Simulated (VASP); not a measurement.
Wanted: the native input for a VASP 6.6.1 run.

- Task: single point
- Functional: PBE
- Potentials or basis: VASP PAW PBE potentials, release 64 (Mg, Cd, S)
- Cutoff: 520 eV
- k mesh: 12 × 12 × 2
- Occupations: gaussian, width 0.02 eV
- Spin: no spin polarisation
- Dipole correction: no
- Further INCAR settings: ALGO = Normal; EDIFF = 1e-07; NBANDS = 41

The structure of Mg5CdS6 lies in POSCAR:

```
Mg5CdS6
1.0
    3.7300173356      0.0000000289      0.0000000000
   -1.8650086928      3.2302897547      0.0000000000
    0.0000000000      0.0000000000     18.3097259000
Mg Cd S
5 1 6
Direct
    0.3333333333      0.6666666667      0.8358860000
    0.0000000000      0.0000000000      0.0000000000
    0.6666666667      0.3333333333      0.1641140000
    0.3333333333      0.6666666667      0.3283510000
    0.6666666667      0.3333333333      0.6716490000
    0.0000000000      0.0000000000      0.5000000000
    0.6666666667      0.3333333333      0.9179580000
    0.3333333333      0.6666666667      0.0820420000
    0.0000000000      0.0000000000      0.2461610000
    0.6666666667      0.3333333333      0.4095360000
    0.3333333333      0.6666666667      0.5904640000
    0.0000000000      0.0000000000      0.7538390000
```

One way to write it, as run:

INCAR

```
SYSTEM = Mg5CdS6
PREC = Accurate
ENCUT = 520
EDIFF = 1E-7
ISMEAR = 0
SIGMA = 0.02
LREAL = .False.
LASPH = .True.
NELM = 80
ALGO = Normal
ISIF = 2
LWAVE = .False.
LCHARG = .False.
GGA = PE
NBANDS = 41
```

KPOINTS

```
Automatic mesh
0
Gamma
  12 12 2
  0 0 0
```

Potentials or basis: VASP PAW PBE potentials, release 64 (Mg, Cd, S).

The run is started by

```console
$ cat potpaw_PBE.64/Mg/POTCAR potpaw_PBE.64/Cd/POTCAR potpaw_PBE.64/S/POTCAR > POTCAR
$ mpirun -np 1 vasp_std > vasp.out
```

It gave:

The pressure is -0.2 GPa and the largest force is 0.048 eV/Å. The band gap on the k mesh is 1.91 eV (least direct gap 2.34 eV).

Run time: 6.3 min on 1 thread of Oxide Virtual Turin-like Processor (shared host), peak memory 0.47 GiB.
